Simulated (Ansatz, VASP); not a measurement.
Two plane-wave programs on BaS

```
Ba S
1.0
     0.00000    3.19375    3.19375
     3.19375    0.00000    3.19375
     3.19375    3.19375    0.00000
Ba S
1 1
Direct
  0.00000 0.00000 0.00000
  0.45849 0.54151 0.50000
```

Change from the starting cell: all S atoms moved +0.188 Å, as atom 2 along Cartesian [1 -1 0].

Alike in both runs: task single point; functional LDA; k mesh 8 × 8 × 8; occupations gaussian, width 0.05 eV; no spin polarisation.

|  | VASP | Ansatz |
| --- | --- | --- |
| version | VASP 6.6.1 | Ansatz 0.2.0 |
| potentials or method | VASP PAW LDA potentials, release 64 (Ba_sv, S), cutoff 520 eV | scalar-relativistic, plane waves, PAW |
| valence electrons in the cell | 16 | 16 |

VASP gave:

* gap on the k mesh at the Fermi level (eV): 2.04
* least direct gap on the mesh (eV): 2.13
* pressure (GPa): -1.5
* traceless stress, the component that is largest in VASP (GPa): -0.53
* rms of the force components (eV/Å): 0.214

Question: Estimate Ansatz's values.

Answer: gap on the k mesh at the Fermi level (eV): 2.14; least direct gap on the mesh (eV): 2.20; pressure (GPa): -2.1; traceless stress, the component that is largest in VASP (GPa): -0.49; rms of the force components (eV/Å): 0.193.

LDA's correlation is that of Perdew and Zunger in VASP and of Perdew and Wang (1992) in Ansatz. Atom by atom the forces differ by 0.021 eV/Å (rms over components).

Neither program's run includes spin-orbit coupling.
